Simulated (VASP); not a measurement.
# NaI (Pm-3m) in VASP: notebook, part 2 of 2

VASP 6.6.1.

## (3) Single point, PBE (volume changed by -5%)

INCAR

```
ALGO     = Normal         # electronic algorithm
EDIFF    = 1E-6           # SCF threshold, eV
ENCUT    = 520            # plane-wave cutoff, eV
GGA      = PE             # functional
ISIF     = 2              # what is computed and relaxed
ISMEAR   = 0              # smearing method
LASPH    = True           # aspherical terms in the spheres
LCHARG   = True           # write CHGCAR
LELF     = True           # ELF
LREAL    = False          # projectors in reciprocal space
LVHAR    = True         
LWAVE    = False          # write WAVECAR
NBANDS   = 14             # bands
NELM     = 100            # most SCF steps
PREC     = Accurate       # precision mode
SIGMA    = 0.01           # smearing width, eV
```

KPOINTS

```
k-points
0
Gamma
  4 4 4
```

POSCAR

```
NaI
1.0
    3.9720397034      0.0000000000      0.0000000000
    0.0000000000      3.9720397034      0.0000000000
    0.0000000000      0.0000000000      3.9720397034
Na I
1 1
Direct
    0.0000000000      0.0000000000      0.0000000000
    0.5000000000      0.5000000000      0.5000000000
```

Potentials or basis: VASP PAW PBE potentials, release 64 (Na_pv, I).

Started as:

```sh
cat potpaw_PBE.64/Na_pv/POTCAR potpaw_PBE.64/I/POTCAR > POTCAR
mpirun -np 1 vasp_std > vasp.out
```

Wall time 4.8 s (1 thread of Intel Xeon 6975P-C (Granite Rapids), shared host); peak memory 0.16 GiB.

It converged, with:

* Free energy: -5.0289 eV
* Pressure: 1.6 GPa
* Band gap on the k mesh: 2.37 eV, indirect (least direct gap 2.67 eV)

Levels at points of the mesh, in eV from the valence-band top:
| k point | band 4 | band 5 | band 6 | band 7 | band 8 | band 9 | band 10 | band 11 |
| --- | --- | --- | --- | --- | --- | --- | --- | --- |
| (0.00, 0.00, 0.00) | -12.03 | -0.72 | -0.72 | -0.72 | 2.37 | 5.46 | 5.46 | 11.49 |
| (0.50, 0.00, 0.00) | -11.65 | -3.54 | -0.36 | -0.36 | 4.69 | 6.52 | 6.98 | 7.93 |
| (0.50, 0.50, 0.00) | -11.33 | -2.82 | -2.82 | 0.00 | 2.67 | 7.04 | 8.43 | 8.43 |
| (0.50, 0.50, 0.50) | -11.01 | -2.29 | -2.29 | -2.29 | 4.07 | 4.07 | 4.07 | 6.68 |

Caveat: the cell differs from its parent crystal (volume changed by -5%); spin-orbit coupling is left out, which moves the levels of the heavy elements. A k mesh can miss the band edges.

## (4) Single point, PBE

This run uses another cell than the first one, of 32.98 Å³/atom, 1.111 times its volume.

INCAR

```
PREC = Accurate
ENCUT = 520
EDIFF = 1E-6
ISMEAR = 0
SIGMA = 0.01
LREAL = F
LASPH = T
NELM = 60
ALGO = Normal
ISIF = 2
LWAVE = F
LCHARG = F
GGA = PE
NBANDS = 14
```

KPOINTS

```
Automatic mesh
0
Gamma
  4 4 4
```

POSCAR

```
NaI
1.0
    4.0405366074      0.0000000000      0.0000000000
    0.0000000000      4.0405366074      0.0000000000
    0.0000000000      0.0000000000      4.0405366074
Na I
1 1
Direct
    0.0000000000      0.0000000000      0.0000000000
    0.5000000000      0.5000000000      0.5000000000
```

Potentials or basis: VASP PAW PBE potentials, release 64 (Na_pv, I).

Started as:

```sh
cat potpaw_PBE.64/Na_pv/POTCAR potpaw_PBE.64/I/POTCAR > POTCAR
mpirun -np 1 vasp_std > vasp.out
```

OUTCAR:

```text
PREC = Accurate
   ENCUT = 520
   EDIFF = 1E-6
   ISMEAR = 0
   LREAL = F
   LASPH = T
   NELM = 60
   ISIF = 2
   GGA = PE

 ion  position               nearest neighbor table
   1  0.000  0.000  0.000-
   2  0.500  0.500  0.500-

  LATTYP: Found a simple cubic cell.
 ALAT       =     4.0405366074

  Lattice vectors:

 A1 = (   4.0405366074,   0.0000000000,   0.0000000000)
 A2 = (   0.0000000000,   4.0405366074,   0.0000000000)
 A3 = (   0.0000000000,   0.0000000000,   4.0405366074)

Analysis of symmetry for initial positions (statically):
=====================================================================
 Subroutine PRICEL returns:
 Original cell was already a primitive cell.

 Routine SETGRP: Setting up the symmetry group for a
 simple cubic supercell.

 Subroutine GETGRP returns: Found 48 space group operations
 (whereof 48 operations were pure point group operations)
 out of a pool of 48 trial point group operations.

The static configuration has the point symmetry O_h .

Analysis of symmetry for dynamics (positions and initial velocities):
[... 156 lines left out ...]
      4      -9.8537      2.00000
      5       1.3122      2.00000
      6       1.3122      2.00000
      7       1.3122      2.00000
      8       4.2506      0.00000
      9       7.5478      0.00000
     10       7.5478      0.00000
     11      13.1592      0.00000
     12      13.1592      0.00000
     13      13.1592      0.00000
     14      13.8310      0.00000
[... 139 lines left out ...]
      1     -21.7730      2.00000
      2     -21.7730      2.00000
      3     -21.7730      2.00000
      4      -8.9666      2.00000
      5      -0.1368      2.00000
      6      -0.1368      2.00000
      7      -0.1368      2.00000
      8       6.1329      0.00000
      9       6.1329      0.00000
     10       6.1329      0.00000
     11       8.4994      0.00000
     12      15.5479      0.00000
     13      15.5479      0.00000
     14      15.5479      0.00000

------------------------ aborting loop because EDIFF is reached ----------------------------------------

  FORCE on cell =-STRESS in cart. coord.  units (eV):
  Direction    XX          YY          ZZ          XY          YZ          ZX
  --------------------------------------------------------------------------------------
  -------------------------------------------------------------------------------------
  Total        0.2019789      0.2019789      0.2019789     -0.0000000      0.0000000     -0.0000000
  in kB        4.9056814      4.9056814      4.9056814     -0.0000000      0.0000000     -0.0000000
  external PRESSURE =       4.9056814 kB  Pullay stress =       0.0000000 kB

 VOLUME and BASIS-vectors are now :
 -----------------------------------------------------------------------------
  energy-cutoff  :      520.00
  volume of cell :       65.97
      direct lattice vectors                 reciprocal lattice vectors
     4.040536607  0.000000000  0.000000000     0.247491880  0.000000000  0.000000000
     0.000000000  4.040536607  0.000000000     0.000000000  0.247491880  0.000000000
     0.000000000  0.000000000  4.040536607     0.000000000  0.000000000  0.247491880

 POSITION                                       TOTAL-FORCE (eV/Angst)
 -----------------------------------------------------------------------------------
      0.00000      0.00000      0.00000         0.000000      0.000000      0.000000
      2.02027      2.02027      2.02027         0.000000      0.000000      0.000000
 -----------------------------------------------------------------------------------
    total drift:                                0.000000     -0.000000     -0.000000

  FREE ENERGIE OF THE ION-ELECTRON SYSTEM (eV)
  ---------------------------------------------------
  free  energy   TOTEN  =        -5.0495782566 eV

  energy  without entropy=       -5.0495782566  energy(sigma->0) =       -5.04957826
```

Run time: 6.6 s. Hardware: 1 thread of Intel Xeon 6975P-C (Granite Rapids), shared host; peak memory 0.16 GiB.

What came out:

| Property | Result |
| --- | --- |
| Free energy | -5.0496 eV |
| Pressure | 0.5 GPa |
| Band gap on the k mesh | 2.29 eV, indirect (least direct gap 2.78 eV) |

Levels at points of the mesh, in eV from the valence-band top:
```
           k point  band 3  band 4  band 5  band 6  band 7  band 8  band 9  band 10  band 11  band 12
(0.00, 0.00, 0.00)  -23.73  -11.82   -0.65   -0.65   -0.65    2.29    5.58     5.58    11.20    11.20
(0.50, 0.00, 0.00)  -23.73  -11.49   -3.27   -0.32   -0.32    4.63    6.28     7.05     7.90     7.90
(0.50, 0.50, 0.00)  -23.73  -11.21   -2.59   -2.59    0.00    2.78    7.00     8.25     8.25     8.88
(0.50, 0.50, 0.50)  -23.74  -10.93   -2.10   -2.10   -2.10    4.17    4.17     4.17     6.54    13.58
```

Caveat: spin-orbit coupling is left out, which moves the levels of the heavy elements. A k mesh can miss the band edges.

## (5) The runs side by side

| cell | gap on the mesh (eV) | pressure (GPa) |
| --- | --- | --- |
| a = 3.901 Å, 2 atoms | 2.46 | 3.0 |
| a = 3.972 Å, 2 atoms | 2.37 | 1.6 |
| a = 4.041 Å, 2 atoms | 2.29 | 0.5 |

Alike in all rows: task single point; level PBE; potentials or basis VASP PAW PBE potentials, release 64 (Na_pv, I); no spin polarisation; k mesh 4 × 4 × 4; cutoff (eV) 520; smearing gaussian 0.01 eV.

Caveats: spin-orbit coupling is left out, which moves the levels of the heavy elements.

Total energies depend on the potentials used, so only differences within one code and one set of settings carry meaning.
